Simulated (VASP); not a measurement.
# AlCu (Pm-3m) in VASP: a series of runs

Runs on AlCu. Level: r2SCAN. Tasks: single point.

All numbers are computed with VASP 6.6.1; they aren't measurements. Logs are shortened: lines on timing, memory, paths and dates and some standing lists are left out, and cuts for length are marked.

## Step 1: The cell of the first run

Symmetry: Pm-3m, No. 221, cubic system. Conventional cell: a = 2.720 Å, b = 2.720 Å, c = 2.720 Å, α = 90.00°, β = 90.00°, γ = 90.00°. Within 3.1 Å of Al (site symmetry m-3m) lie 8 Cu at 2.36 Å and 6 Al at 2.72 Å. Within 3.1 Å of Cu (site symmetry m-3m) lie 8 Al at 2.36 Å and 6 Cu at 2.72 Å.

## Step 2: Single point, r2SCAN (strain -0.080 along x and y, -0.080 along z)

Contents of POSCAR:

```
AlCu
1.0
    2.7202970089      0.0000000000      0.0000000000
    0.0000000000      2.7202970089      0.0000000000
    0.0000000000      0.0000000000      2.7202970089
Al Cu
1 1
Direct
    0.0000000000      0.0000000000      0.0000000000
    0.5000000000      0.5000000000      0.5000000000
```

Contents of INCAR.step1:

```
SYSTEM = AlCu
ALGO     = Normal         ! electronic algorithm
EDIFF    = 1E-4           ! SCF threshold, eV
ENCUT    = 520            ! plane-wave cutoff, eV
GGA      = PE             ! functional
ISMEAR   = 0              ! smearing method
LASPH    = .True.         ! aspherical terms in the spheres
LCHARG   = .False.        ! write CHGCAR
LREAL    = .False.        ! projectors in reciprocal space
LWAVE    = .True.         ! write WAVECAR
NBANDS   = 14             ! bands
NELM     = 80             ! most SCF steps
PREC     = Accurate       ! precision mode
SIGMA    = 0.15           ! smearing width, eV
```

Contents of INCAR.step2:

```
SYSTEM = AlCu
ALGO     = Normal         ! electronic algorithm
EDIFF    = 1E-6           ! SCF threshold, eV
ENCUT    = 520            ! plane-wave cutoff, eV
ISIF     = 2              ! what is computed and relaxed
ISMEAR   = 0              ! smearing method
ISTART   = 1            
LASPH    = .True.         ! aspherical terms in the spheres
LCHARG   = .False.        ! write CHGCAR
LMIXTAU  = .True.       
LREAL    = .False.        ! projectors in reciprocal space
LWAVE    = .False.        ! write WAVECAR
METAGGA  = R2SCAN         ! meta-GGA
NBANDS   = 14             ! bands
NELM     = 80             ! most SCF steps
PREC     = Accurate       ! precision mode
SIGMA    = 0.15           ! smearing width, eV
```

Contents of KPOINTS:

```
k-points
0
Gamma
  20 20 20
  0 0 0
```

Potentials or basis: VASP PAW PBE potentials, release 64 (Al, Cu).

Run with:

```bash
$ cat potpaw_PBE.64/Al/POTCAR potpaw_PBE.64/Cu/POTCAR > POTCAR
$ cp INCAR.step1 INCAR
$ mpirun -np 1 vasp_std > vasp.out
$ cp INCAR.step2 INCAR
$ mpirun -np 1 vasp_std > vasp.out
```

OUTCAR:

```text
SYSTEM = AlCu
   EDIFF = 1E-6
   ENCUT = 520
   ISIF = 2
   ISMEAR = 0
   ISTART = 1
   LASPH = .True.
   LREAL = .False.
   METAGGA = R2SCAN
   NELM = 80
   PREC = Accurate

 ion  position               nearest neighbor table
   1  0.000  0.000  0.000-   2 2.36   2 2.36   2 2.36   2 2.36   2 2.36   2 2.36   2 2.36   2 2.36

   2  0.500  0.500  0.500-   1 2.36   1 2.36   1 2.36   1 2.36   1 2.36   1 2.36   1 2.36   1 2.36

  LATTYP: Found a simple cubic cell.
 ALAT       =     2.7202970089

  Lattice vectors:

 A1 = (   2.7202970089,   0.0000000000,   0.0000000000)
 A2 = (   0.0000000000,   2.7202970089,   0.0000000000)
 A3 = (   0.0000000000,   0.0000000000,   2.7202970089)

Analysis of symmetry for initial positions (statically):
=====================================================================
 Subroutine PRICEL returns:
 Original cell was already a primitive cell.

 Routine SETGRP: Setting up the symmetry group for a
 simple cubic supercell.

 Subroutine GETGRP returns: Found 48 space group operations
 (whereof 48 operations were pure point group operations)
 out of a pool of 48 trial point group operations.

The static configuration has the point symmetry O_h .

Analysis of symmetry for dynamics (positions and initial velocities):
=====================================================================
 Subroutine PRICEL returns:
 Original cell was already a primitive cell.

 Routine SETGRP: Setting up the symmetry group for a
 simple cubic supercell.

 Subroutine GETGRP returns: Found 48 space group operations
 (whereof 48 operations were pure point group operations)
 out of a pool of 48 trial point group operations.

The dynamic configuration has the point symmetry O_h .

 Subroutine INISYM returns: Found 48 space group operations
 (whereof 48 operations are pure point group operations),
 and found     1 'primitive' translations

----------------------------------------------------------------------------------------

                                     Primitive cell

  volume of cell :      20.1302

  direct lattice vectors                    reciprocal lattice vectors
     2.720297009  0.000000000  0.000000000     0.367606918  0.000000000  0.000000000
     0.000000000  2.720297009  0.000000000     0.000000000  0.367606918  0.000000000
     0.000000000  0.000000000  2.720297009     0.000000000  0.000000000  0.367606918

  length of vectors
     2.720297009  2.720297009  2.720297009     0.367606918  0.367606918  0.367606918

  position of ions in fractional coordinates (direct lattice)
     0.000000000  0.000000000  0.000000000
     0.500000000  0.500000000  0.500000000

  ion indices of the primitive-cell ions
   primitive index   ion index
                 1           1
                 2           2

----------------------------------------------------------------------------------------

 KPOINTS: k-points

Automatic generation of k-mesh.
 Grid dimensions read from file:
 generate k-points for:   20   20   20

 Generating k-lattice:

  Cartesian coordinates                     Fractional coordinates (reciprocal lattice)
     0.018380346  0.000000000  0.000000000     0.050000000  0.000000000  0.000000000
     0.000000000  0.018380346  0.000000000     0.000000000  0.050000000  0.000000000
     0.000000000  0.000000000  0.018380346     0.000000000  0.000000000  0.050000000

  Length of vectors
     0.018380346  0.018380346  0.018380346

  Shift w.r.t. Gamma in fractional coordinates (k-lattice)
     0.000000000  0.000000000  0.000000000

 Subroutine IBZKPT returns following result:
 ===========================================

 Found    286 irreducible k-points:

 Following reciprocal coordinates:
            Coordinates               Weight
  0.000000  0.000000  0.000000      1.000000
  0.050000  0.000000  0.000000      6.000000
  0.100000  0.000000  0.000000      6.000000
  0.150000  0.000000  0.000000      6.000000
  0.200000  0.000000  0.000000      6.000000
  0.250000  0.000000  0.000000      6.000000
[... 16 lines left out ...]
  0.150000  0.100000  0.000000     24.000000
  0.200000  0.100000  0.000000     24.000000
 [... further k-points ...]
   k-points           NKPTS =    286   k-points in BZ     NKDIM =    286   number of bands    NBANDS=     14
   number of dos      NEDOS =    301   number of ions     NIONS =      2
   total plane-waves  NPLWV =   8000
   dimension x,y,z NGX =    20 NGY =   20 NGZ =   20
   dimension x,y,z NGXF=    40 NGYF=   40 NGZF=   40
   ions per type =               1   1
   NGX,Y,Z   is equivalent  to a cutoff of  12.22, 12.22, 12.22 a.u.
   NGXF,Y,Z  is equivalent  to a cutoff of  24.45, 24.45, 24.45 a.u.
 SYSTEM =  AlCu
   PREC   = accura    normal or accurate (medium, high low for compatibility)
   ISTART =      1    job   : 0-new  1-cont  2-samecut
   ICHARG =      0    charge: 1-file 2-atom 10-const
   ISPIN  =      1    spin polarized calculation?
   LNONCOLLINEAR =      F non collinear calculations
   LSORBIT =      F    spin-orbit coupling
   LASPH  =      T    aspherical Exc in radial PAW
   ENCUT  =  520.0 eV  38.22 Ry    6.18 a.u.   5.06  5.06  5.06*2*pi/ulx,y,z
   NELM   =     80;   NELMIN=  2; NELMDL=  0     # of ELM steps
   EDIFF  = 0.1E-05   stopping-criterion for ELM
   LREAL  =      F    real-space projection
   EDIFFG = 0.1E-04   stopping-criterion for IOM
   NSW    =      0    number of steps for IOM
   IBRION =     -1    ionic relax: 0-MD 1-quasi-New 2-CG
   NFREE  =      0    steps in history (QN), initial steepest desc. (CG)
   ISIF   =      2    stress and relaxation
   ISYM   =      2    0-nonsym 1-usesym 2-fastsym
   POTIM  = 0.5000    time-step for ionic-motion
   TEBEG  =    0.0;   TEEND  =   0.0 temperature during run
   PSTRESS=    0.0 pullay stress
   NELECT =      14.0000    total number of electrons
   NUPDOWN=      -1.0000    fix difference up-down
   EMIN   =  10.00;   EMAX   =-10.00  energy-range for DOS
   EFERMI =   0.00;   METHOD = LEGACY
   ISMEAR =     0;   SIGMA  =   0.15  broadening in eV -4-tet -1-fermi 0-gaus
   EFERMI_NEDOS =   21; number of points for ismear=-14 and -15
   IALGO  =     38    algorithm
   IMIX   =      4    mixing-type and parameters
     AMIX     =   0.40;   BMIX     =  1.00
     AMIX_MAG =   1.60;   BMIX_MAG =  1.00
  volume/ion in A,a.u.               =      10.07        67.92
  Fermi-wavevector in a.u.,A,eV,Ry     =   1.450445  2.740943 28.623800  2.103790
  Thomas-Fermi vector in A             =   2.568056
   LORBIT       =      0    0 simple, 1 ext, 2 COOP (PROOUT), +10 PAW based schemes
   METAGGA = R2SCAN    functional components
   LHFCALC =     F    Hartree Fock is set to
   AEXX    =    0.0000 exact exchange contribution
   IVDW    =     0    specifies the selected vdW correction
   LEPSILON=     F    determine dielectric tensor
   LRPA    =     F    only Hartree local field effects (RPA)
 non-spin polarized calculation
 Gauss-broadening in eV      SIGMA  =   0.15
  energy-cutoff  :      520.00
  volume of cell :       20.13
 maximum number of plane-waves:       554
   NGX = 11   NGY = 11   NGZ = 11

 number of electron      13.9999966 magnetization

 Free energy of the ion-electron system (eV)
  ---------------------------------------------------
  ext. energy  EPLUGINS =         0.00000000
  ---------------------------------------------------
  free energy    TOTEN  =       -17.07431641 eV

  energy without entropy =      -17.06823107  energy(sigma->0) =      -17.07127374

 E-fermi :  13.2266     XC(G=0): -13.9909

 val. band max:       13.2239844890   @ k =   0.2000   0.1000   0.0000
 cond. band min:      13.2346805662   @ k =   0.5000   0.4000   0.1000
 fundamental gap:      0.0106960772
 Fermi energy:        13.2265863898

 k-point     1 :       0.0000    0.0000    0.0000
  band No.  band energies     occupation
      1      -1.6270      2.00000
      2       6.1284      2.00000
      3       6.1284      2.00000
      4       7.9093      2.00000
      5       7.9093      2.00000
      6       7.9093      2.00000
      7      18.1298      0.00000
      8      18.1298      0.00000
      9      18.1298      0.00000
     10      20.0630      0.00000
     11      20.0630      0.00000
     12      29.3017      0.00000
     13      35.6579      0.00000
     14      35.6579      0.00000

 k-point     2 :       0.0500    0.0000    0.0000
  band No.  band energies     occupation
      1      -1.5726      2.00000
      2       6.1329      2.00000
      3       6.1394      2.00000
      4       7.8907      2.00000
      5       7.8907      2.00000
      6       7.9115      2.00000
      7      17.2784      0.00000
      8      18.1952      0.00000
      9      18.1952      0.00000
     10      20.0730      0.00000
     11      20.8728      0.00000
     12      29.4664      0.00000
     13      34.9611      0.00000
     14      34.9611      0.00000

 k-point     3 :       0.1000    0.0000    0.0000
  band No.  band energies     occupation
      1      -1.4098      2.00000
      2       6.1428      2.00000
      3       6.1714      2.00000
      4       7.8373      2.00000
      5       7.8373      2.00000
      6       7.9177      2.00000
      7      15.8799      0.00000
      8      18.3887      0.00000
      9      18.3887      0.00000
     10      20.1027      0.00000
     11      22.1373      0.00000
     12      29.9711      0.00000
     13      33.6715      0.00000
     14      33.6715      0.00000
[... 324 lines left out ...]
 k-point    23 :       0.1500    0.1000    0.0000
  band No.  band energies     occupation
      1      -0.9259      2.00000
      2       6.1959      2.00000
      3       6.2426      2.00000
      4       7.6707      2.00000
      5       7.7631      2.00000
      6       7.8588      2.00000
      7      14.5439      0.00000
      8      16.5712      0.00000
      9      18.9615      0.00000
     10      21.4917      0.00000
     11      24.2897      0.00000
     12      30.0975      0.00000
     13      31.3252      0.00000
     14      32.3723      0.00000

 k-point    24 :       0.2000    0.1000    0.0000
  band No.  band energies     occupation
      1      -0.5543      2.00000
      2       6.1803      2.00000
      3       6.3080      2.00000
      4       7.5668      2.00000
      5       7.6655      2.00000
      6       7.8708      2.00000
      7      13.2240      1.01957
      8      16.8760      0.00000
      9      19.3869      0.00000
     10      21.6477      0.00000
     11      25.3740      0.00000
     12      28.7841      0.00000
     13      31.0527      0.00000
     14      32.3992      0.00000

 [... further k-points ...]

------------------------ aborting loop because EDIFF is reached ----------------------------------------

  FORCE on cell =-STRESS in cart. coord.  units (eV):
  Direction    XX          YY          ZZ          XY          YZ          ZX
  --------------------------------------------------------------------------------------
  -------------------------------------------------------------------------------------
  Total        7.2695062      7.2695062      7.2695062     -0.0000000      0.0000000      0.0000000
  in kB      578.5841326    578.5841326    578.5841326     -0.0000000      0.0000000      0.0000000
  external PRESSURE =     578.5841326 kB  Pullay stress =       0.0000000 kB

 VOLUME and BASIS-vectors are now :
 -----------------------------------------------------------------------------
  energy-cutoff  :      520.00
  volume of cell :       20.13
      direct lattice vectors                 reciprocal lattice vectors
     2.720297009  0.000000000  0.000000000     0.367606918  0.000000000  0.000000000
     0.000000000  2.720297009  0.000000000     0.000000000  0.367606918  0.000000000
     0.000000000  0.000000000  2.720297009     0.000000000  0.000000000  0.367606918

 POSITION                                       TOTAL-FORCE (eV/Angst)
 -----------------------------------------------------------------------------------
      0.00000      0.00000      0.00000         0.000000      0.000000      0.000000
      1.36015      1.36015      1.36015         0.000000      0.000000      0.000000
 -----------------------------------------------------------------------------------
    total drift:                               -0.000000      0.000000     -0.000000

  FREE ENERGIE OF THE ION-ELECTRON SYSTEM (eV)
  ---------------------------------------------------
  free  energy   TOTEN  =       -17.0743164130 eV

  energy  without entropy=      -17.0682310654  energy(sigma->0) =      -17.07127374
```

Run time: 3 min. Hardware: 1 thread of Intel Xeon Platinum 8488C (Sapphire Rapids), shared host; peak memory 0.19 GiB.

Results:

| Quantity | Value |
| --- | --- |
| Free energy | -17.0743 eV |
| Pressure | 57.9 GPa |
| Band gap on the k mesh | zero (bands 7 and 8 overlap by 5.90 eV) |

Caveat: the cell differs from its parent crystal (strain -0.080 along x and y, -0.080 along z); the cell stands under pressure; the PAW data sets were made with another functional, which shifts forces and pressure a little.

[end of part 1 of 2]
